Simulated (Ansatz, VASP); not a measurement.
## InSe: VASP beside Ansatz

```
In Se
1.0
     5.83708   -1.96698    0.05719
     5.89873    2.14302    0.11884
    -1.53456    0.04086    4.29967
In Se
2 2
Direct
  0.88400 0.88400 0.00500
  0.11600 0.11600 0.99500
  0.66000 0.66000 0.64200
  0.34000 0.34000 0.35800
```

Change from the starting cell: equal xy, yz and zx shear strains of +3 %.

Alike in both runs: task single point; functional PBE; k mesh 7 × 7 × 6; occupations fermi-dirac, width 0.02 eV; no spin polarisation.

|  | VASP | Ansatz |
| --- | --- | --- |
| version | VASP 6.6.1 | Ansatz 0.2.0 |
| potentials or method | VASP PAW PBE potentials, release 64 (In_d, Se), cutoff 520 eV | all-electron LAPW, scalar-relativistic |

```tsv
	VASP	Ansatz	Ansatz less VASP
gap on the k mesh at the Fermi level (eV)	0.80	0.81	+0.005
pressure (GPa)	2.7	2.7	-0.03
traceless stress, the component that is largest in VASP (GPa)	1.99	1.99	+0.001
rms of the force components (eV/Å)	0.293	0.294	+0.0013
```

Atom by atom the forces differ by 0.006 eV/Å (rms over components). Ansatz ran all-electron here, and VASP with PAW potentials.
